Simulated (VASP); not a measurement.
BaTiO3 (Barioperovskite): single point with PBEsol+U

BaTiO3 (Barioperovskite):

```
CELL_PARAMETERS angstrom
3.98550 0.00000 0.00000
0.00000 2.83690 2.84515
0.00000 -2.83690 2.84515
ATOMIC_POSITIONS crystal
Ba 0.00000 0.00000 0.00000
Ti 0.50000 0.51240 0.51240
O 0.00000 0.48740 0.48740
O 0.50000 0.50524 0.99184
O 0.50000 0.99184 0.50524
```

| Quantity | Value |
| --- | --- |
| Program | VASP 6.6.1 |
| Task | single point |
| Functional | PBEsol |
| Potentials or basis | VASP PAW PBE potentials, release 64 (Ba_sv, Ti_sv, O) |
| Cutoff | 520 eV |
| k mesh | 4 × 4 × 4 |
| Occupations | gaussian, width 0.01 eV |
| Spin | no spin polarisation |
| Hubbard terms | Ti d U = 6.0 eV |
| Dipole correction | no |
| Further INCAR settings | ALGO = Normal; EDIFF = 1e-07; NBANDS = 28 |

| Property | Result |
| --- | --- |
| Pressure | 2.9 GPa |
| Largest force | 0.675 eV/Å |
| Band gap on the k mesh | 2.51 eV, indirect (least direct gap 2.76 eV) |

Forces in eV/Å, atoms in the order of the input:
```
Ba   0.000  0.000  0.178
Ti   0.000  0.000 -0.675
O    0.000  0.000  0.220
O    0.000 -0.386  0.139
O    0.000  0.386  0.139
```

Stress tensor (GPa, compression positive):
```
2.99 0.00 0.00
0.00 3.27 0.00
0.00 0.00 2.56
```

Levels at points of the mesh, in eV from the valence-band top:
| k point | band 17 | band 18 | band 19 | band 20 | band 21 | band 22 | band 23 | band 24 |
| --- | --- | --- | --- | --- | --- | --- | --- | --- |
| (0.00, 0.00, 0.00) | -1.13 | -0.35 | -0.30 | -0.26 | 2.51 | 2.55 | 2.67 | 4.09 |
| (0.50, 0.00, 0.00) | -1.73 | -1.68 | -0.92 | -0.88 | 2.75 | 4.08 | 4.17 | 4.26 |
| (0.00, 0.50, 0.00) | -1.74 | -1.64 | -0.90 | -0.85 | 2.79 | 4.14 | 4.20 | 4.23 |
| (0.50, 0.50, 0.00) | -1.97 | -0.92 | -0.91 | -0.09 | 4.23 | 4.25 | 4.65 | 4.76 |
| (0.00, 0.50, 0.50) | -1.91 | -0.95 | -0.91 | -0.14 | 4.22 | 4.27 | 4.64 | 4.90 |
| (0.50, 0.50, 0.50) | -2.27 | -0.04 | -0.01 | 0.00 | 4.84 | 4.90 | 4.91 | 6.42 |

Eigenvalues of the final occupation matrices:
| site | spin | trace | eigenvalues |
| --- | --- | --- | --- |
| site 2 d | 1 | 0.76 | 0.10 0.10 0.10 0.23 0.24 |
| site 2 d | 2 | 0.76 | 0.10 0.10 0.10 0.23 0.24 |

Wall time 33 s on 1 thread of Intel(R) Xeon(R) Platinum 8375C CPU @ 2.90GHz (Ice Lake) (shared host), peak memory 0.18 GiB.

Caveat: the PAW data sets were made with another functional, which shifts forces and pressure a little; spin-orbit coupling is left out, which moves the levels of the heavy elements. A k mesh can miss the band edges.
